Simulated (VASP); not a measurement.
## Mo18HS36 (a cell with a defect): single point with PBE

The system is Mo18HS36 (a cell with a defect).

```xyz
55
Lattice="9.3670 0.0000 0.0000 -4.6835 8.1120 0.0000 0.0000 0.0000 12.0827" Properties=species:S:1:pos:R:3 pbc="T T T"
Mo    1.5247    0.9392    3.0186
Mo   -0.0445    1.7937    9.0495
Mo   -0.0424    3.5976    3.0222
Mo   -1.6044    4.4944    9.0494
Mo   -1.5615    6.2833    3.0266
Mo   -3.1647    7.2016    9.0414
Mo    4.6414    0.8942    3.0238
Mo    3.0828    1.7937    9.0488
Mo    3.0902    3.5979    3.0217
Mo    1.5188    4.4975    9.0506
Mo    1.5242    6.3110    3.0226
Mo   -0.0402    7.2037    9.0493
Mo    7.7740    0.8937    3.0217
Mo    6.2027    1.7932    9.0525
Mo    6.2073    3.6062    3.0243
Mo    4.6424    4.4947    9.0489
Mo    4.6103    6.2830    3.0205
Mo    3.0786    7.2032    9.0495
S     1.5190    0.8943    7.4865
S    -0.0395    1.8021    4.5899
S     1.5196    0.8966   10.6044
S    -0.0435    1.8106    1.4544
S    -0.0420    3.5960    7.4891
S    -1.5951    4.4943    4.5937
S    -0.0434    3.5953   10.6103
S    -1.5921    4.4922    1.4577
S    -1.6013    6.2988    7.4871
S    -3.1611    7.2079    4.5578
S    -1.5996    6.2979   10.6036
S    -3.1539    7.2015    1.5785
S     4.6431    0.8926    7.4881
S     3.0870    1.8032    4.5909
S     4.6423    0.8927   10.6119
S     3.0922    1.8107    1.4553
S     3.0797    3.5964    7.4885
S     1.5237    4.5022    4.5833
S     3.0815    3.5951   10.6099
S     1.5234    4.5028    1.4599
S     1.5191    6.2999    7.4890
S    -0.0290    7.2075    4.5936
S     1.5188    6.3014   10.6104
S    -0.0254    7.2055    1.4576
S     7.7628    0.8924    7.4884
S     6.2083    1.7975    4.5828
S     7.7630    0.8924   10.6126
S     6.2069    1.7986    1.4636
S     6.2028    3.5941    7.4882
S     4.6427    4.4973    4.5917
S     6.2023    3.5946   10.6119
S     4.6393    4.4903    1.4561
S     4.6394    6.2988    7.4866
S     3.0801    7.2067    4.5907
S     4.6378    6.2973   10.6043
S     3.0718    7.2052    1.4551
H     6.2386    7.1798    0.2029
```

* Program: VASP 6.6.1
* Task: single point
* Functional: PBE
* Potentials or basis: VASP PAW PBE potentials, release 64 (Mo_sv, S, H)
* Cutoff: 400 eV
* k mesh: 1 × 1 × 1
* Occupations: fermi-dirac, width 0.01 eV
* Spin: no spin polarisation
* Dipole correction: no
* Charge: 1
* Further INCAR settings: LREAL = Auto; ALGO = Normal; EDIFF = 1e-06; NBANDS = 268; NELECT = 468.0

```yaml
Largest_force: 0.073 eV/Å
```

Forces in eV/Å, atoms in the order of the input:
```
Mo  -0.003 -0.004  0.020
Mo  -0.001  0.001  0.002
Mo   0.001  0.001 -0.005
Mo   0.002  0.001  0.000
Mo   0.033 -0.018  0.001
Mo  -0.002  0.001  0.006
Mo  -0.001  0.002 -0.004
Mo   0.004  0.003  0.002
Mo  -0.007  0.002  0.003
Mo   0.003 -0.003  0.005
Mo  -0.002 -0.001 -0.007
Mo   0.001  0.001  0.000
Mo  -0.005  0.003  0.001
Mo   0.004 -0.002  0.002
Mo  -0.002  0.001 -0.006
Mo  -0.001 -0.001  0.002
Mo  -0.012 -0.003  0.014
Mo   0.000  0.000  0.001
S    0.000  0.004  0.022
S   -0.003  0.003 -0.015
S   -0.002 -0.009 -0.008
S    0.001 -0.003  0.008
S    0.002  0.000  0.014
S   -0.001  0.002 -0.017
S    0.000 -0.002 -0.006
S    0.002 -0.001  0.010
S    0.004 -0.001  0.018
S    0.002 -0.001 -0.015
S   -0.009  0.006  0.000
S   -0.023  0.017 -0.067
S   -0.002  0.003  0.016
S    0.006  0.003 -0.017
S   -0.001  0.001 -0.004
S    0.002 -0.004  0.002
S    0.001 -0.001  0.019
S    0.002 -0.002 -0.014
S    0.000  0.001 -0.007
S    0.001 -0.002  0.005
S    0.001  0.001  0.014
S   -0.003 -0.003 -0.017
S    0.003  0.003 -0.005
S    0.001 -0.005  0.011
S    0.000  0.002  0.017
S    0.000 -0.002 -0.015
S    0.001  0.001 -0.010
S    0.001 -0.003  0.004
S   -0.001  0.002  0.015
S    0.001 -0.006 -0.018
S    0.000  0.002 -0.003
S    0.004 -0.001  0.002
S   -0.002  0.000  0.021
S   -0.003 -0.002 -0.015
S    0.007  0.008 -0.006
S    0.003 -0.003  0.008
H   -0.004  0.005  0.015
```

Levels at points of the mesh, in eV from the Fermi level:
```csv
k point,band 230,band 231,band 232,band 233,band 234,band 235,band 236,band 237,band 238,band 239
"(0.00, 0.00, 0.00)",-1.25,-1.25,-0.88,-0.88,-0.42,0.60,0.61,0.70,0.94,0.94
```

Run time: 13 min on 1 thread of Intel Xeon 8259CL (shared host), peak memory 0.71 GiB.

Caveat: the k points lie up to 0.77 Å⁻¹ apart; the cell carries a net charge on a neutralising background, which shifts energy and pressure; the cell is charged against a uniform background, so pressure and absolute levels hang on convention.
